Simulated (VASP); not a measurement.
**MnSb: single point with PBE**

MnSb:

```
Mn Sb
1.0
     4.15000    0.00000    0.00000
    -2.07500    3.59401    0.00000
     0.00000    0.00000    5.78000
Mn Sb
2 2
Direct
  0.00000 0.00000 0.00000
  0.00000 0.00000 0.50000
  0.33333 0.66667 0.25000
  0.66667 0.33333 0.75000
```

```yaml
Program: VASP 6.6.1
Task: single point
Functional: PBE
Potentials_or_basis: VASP PAW PBE potentials, release 64 (Mn_pv, Sb)
Cutoff: 520 eV
k_mesh: 9 × 9 × 6
Occupations: fermi-dirac, width 0.05 eV
Spin: collinear spin, ferromagnetic start
Starting_moments: "[4.5, 4.5, 0.0, 0.0] μB"
Dipole_correction: no
Further_INCAR_settings: ALGO = Normal; EDIFF = 1e-06; NBANDS = 30
```

- Pressure: -3.4 GPa
- Net moment: 6.65 μB per cell
- Site moments: Mn +3.39; Sb -0.13 μB
- Valence electrons inside the program's atomic spheres: Mn 11.52; Sb 2.44

Stress tensor (GPa, compression positive):
```
-2.98  0.00  0.00
 0.00 -2.98  0.00
 0.00  0.00 -4.11
```

Levels at points of the mesh, in eV from the Fermi level:
Spin up:
| k point | band 19 | band 20 | band 21 | band 22 | band 23 | band 24 |
| --- | --- | --- | --- | --- | --- | --- |
| (0.00, 0.00, 0.00) | -0.53 | 0.46 | 0.46 | 2.23 | 2.23 | 2.59 |
| (0.00, 0.00, 0.50) | -0.63 | -0.63 | 1.69 | 1.69 | 1.69 | 1.69 |
Spin down:
| k point | band 12 | band 13 | band 14 | band 15 | band 16 | band 17 | band 18 | band 19 |
| --- | --- | --- | --- | --- | --- | --- | --- | --- |
| (0.00, 0.00, 0.00) | -0.93 | -0.01 | -0.01 | 0.27 | 0.27 | 0.51 | 0.51 | 1.42 |
| (0.00, 0.00, 0.50) | -1.65 | -1.65 | -1.65 | 0.52 | 0.52 | 0.52 | 0.52 | 0.77 |

Run time: 2.4 min on 1 thread of Intel(R) Xeon(R) Platinum 8488C (Sapphire Rapids), with other jobs on the host, peak memory 0.36 GiB.

Caveat: the cell stands under tension; spin-orbit coupling is left out, which moves the levels of the heavy elements; only a ferromagnetic start was run, and an antiferromagnetic order may lie lower in energy.
